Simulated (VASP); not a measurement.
Here is a VASP 6.6.1 calculation.

The input INCAR:

```
PREC = Accurate
ENCUT = 520
EDIFF = 1E-7
ISMEAR = 0
SIGMA = 0.05
LREAL = F
LASPH = T
NELM = 60
ALGO = Normal
ISIF = 2
LWAVE = F
LCHARG = F
GGA = PE
NBANDS = 36
```

Contents of KPOINTS:

```
Automatic mesh
0
Gamma
  10 10 2
```

Contents of POSCAR:

```
BN
1.0
   -2.5545800960      0.0000000000      0.0000000000
   -1.2772900480     -2.2123312592      0.0000000000
    0.0000000000      0.0000000000     14.6735436055
B N
6 6
Direct
    0.6666666667      0.6666666667      0.1978898129
    0.6666666667      0.6666666667      0.4857899036
    0.6666666667      0.6666666667      0.7736899944
    0.3333333333      0.3333333333      0.0539397676
    0.3333333333      0.3333333333      0.3418398583
    0.3333333333      0.3333333333      0.6297399490
    0.6666666667      0.6666666667      0.0900390678
    0.6666666667      0.6666666667      0.3779391585
    0.6666666667      0.6666666667      0.6658392492
    0.3333333333      0.3333333333      0.8097892946
    0.3333333333      0.3333333333      0.2339891132
    0.3333333333      0.3333333333      0.5218892039
```

Potentials or basis: VASP PAW PBE potentials, release 64 (B, N).

Run with:

```sh
$ cat potpaw_PBE.64/B/POTCAR potpaw_PBE.64/N/POTCAR > POTCAR
$ mpirun -np 1 vasp_std > vasp.out
```

Q: Predict the pressure.

A: -3.5 GPa.

Q: Estimate the band gap on the k mesh.

A: Zero (band 24 reaches 7.36 eV, above the bottom of band 25 at 7.08 eV).

Q: Estimate the largest force.

A: 3.634 eV/Å.

Stress tensor (GPa, compression positive):
```
-2.14  0.00  0.00
 0.00 -2.14  0.00
 0.00  0.00 -6.17
```

Caveat: forces of over 1 eV/Å act on the atoms, so gaps and moduli don't describe the material at rest.
